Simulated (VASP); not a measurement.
A run of VASP 6.6.1:

INCAR

```
  PREC = Accurate
  ENCUT = 500
  EDIFF = 1E-6
  ISMEAR = 0
  SIGMA = 0.02
  LREAL = False
  LASPH = True
  NELM = 120
  ALGO = Normal
  ISIF = 2
  LWAVE = False
  LCHARG = False
  GGA = PE
  NBANDS = 26
  GGA_COMPAT = False
```

Contents of KPOINTS:

```
Automatic mesh
0
Gamma
  6 6 4
```

File POSCAR:

```
AgI
1.0
    4.6159924891      0.0000000000      0.0000000000
   -2.3079962446      3.9975667593      0.0000000000
    0.0000000000      0.0000000000      7.7300827097
Ag I
2 2
Direct
    0.3333333333      0.6666666667      0.0024494374
    0.6666666667      0.3333333333      0.5024494374
    0.3333333333      0.6666666667      0.3774505626
    0.6666666667      0.3333333333      0.8774505626
```

Potentials or basis: VASP PAW PBE potentials, release 64 (Ag, I).

Run with:

```console
$ cat potpaw_PBE.64/Ag/POTCAR potpaw_PBE.64/I/POTCAR > POTCAR
$ mpirun -np 1 vasp_std > vasp.out
```

Hardware: 1 thread of Intel(R) Xeon(R) 6975P-C (Granite Rapids) (shared host).

How long does it take, and how much memory?

Run time: 32 s on 1 thread of Intel(R) Xeon(R) 6975P-C (Granite Rapids), on a shared host, peak memory 0.28 GiB. Counts: scf iterations 14, k points 21.
